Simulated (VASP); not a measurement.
A run of VASP 6.6.1 is set up as follows.

File INCAR:

```
PREC = Accurate
ENCUT = 520
EDIFF = 1E-6
ISMEAR = 0
SIGMA = 0.01
LREAL = False
LASPH = True
NELM = 80
ALGO = Normal
ISIF = 2
LWAVE = False
LCHARG = False
GGA = PS
NBANDS = 16
```

File KPOINTS:

```
Automatic mesh
0
Gamma
  6 6 6
```

File POSCAR:

```
InP
1.0
    0.0000000000      2.9537876370      2.9537876370
    2.9537876370      0.0000000000      2.9537876370
    2.9537876370      2.9537876370      0.0000000000
In P
1 1
Direct
    0.0000000000      0.0000000000      0.0000000000
    0.2500000000      0.2500000000      0.2500000000
```

Potentials or basis: VASP PAW PBE potentials, release 64 (In_d, P).

The run is started by

```console
$ cat potpaw_PBE.64/In_d/POTCAR potpaw_PBE.64/P/POTCAR > POTCAR
$ mpirun -np 1 vasp_std > vasp.out
```

Question: Estimate the band gap on the k mesh.

Answer: 0.48 eV, direct.

Question: Estimate the pressure.

Answer: -1.0 GPa.

Caveat: the PAW data sets were made with another functional, which shifts forces and pressure a little; spin-orbit coupling is left out, which moves the levels of the heavy elements.
